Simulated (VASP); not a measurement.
Here is a VASP 6.6.1 calculation.

Contents of INCAR:

```
SYSTEM = CO2
PREC = Accurate
ENCUT = 520
EDIFF = 1E-6
ISMEAR = -1
SIGMA = 0.05
LREAL = .FALSE.
LASPH = .TRUE.
NELM = 60
ALGO = Normal
ISIF = 2
LWAVE = .FALSE.
LCHARG = .FALSE.
GGA = PS
NBANDS = 25
```

KPOINTS

```
Automatic mesh
0
G
  9 9 9
  0 0 0
```

Contents of POSCAR:

```
CO2
1.0
   -1.8582505344      1.8582505344      2.9453091065
    1.8582505344     -1.8582505344      2.9453091065
    1.8582505344      1.8582505344     -2.9453091065
O C
4 2
Direct
    0.8750000000      0.9380988177      0.5630988177
    0.3750000000      0.3119011823      0.4369011823
    0.0619011823      0.6250000000      0.9369011823
    0.6880988177      0.1250000000      0.0630988177
    0.0000000000      0.0000000000      0.0000000000
    0.7500000000      0.2500000000      0.5000000000
```

Potentials or basis: VASP PAW PBE potentials, release 64 (O, C).

Command:

```console
$ cat potpaw_PBE.64/O/POTCAR potpaw_PBE.64/C/POTCAR > POTCAR
$ mpirun -np 1 vasp_std > vasp.out
```

Task: Estimate the band gap on the k mesh.

Result: 7.57 eV (least direct gap 7.83 eV).

Task: Predict the pressure.

Result: 22.2 GPa.

Task: Predict the largest force.

Result: 0.124 eV/Å.

Forces on the atoms (eV/Å):
```
O   -0.124  0.000  0.000
O    0.124  0.000  0.000
O    0.000  0.124  0.000
O    0.000 -0.124  0.000
C    0.000  0.000  0.000
C    0.000  0.000  0.000
```

Caveat: the cell stands under pressure; the PAW data sets were made with another functional, which shifts forces and pressure a little; an odd mesh through Γ misses points on the zone boundary, where band edges can lie.
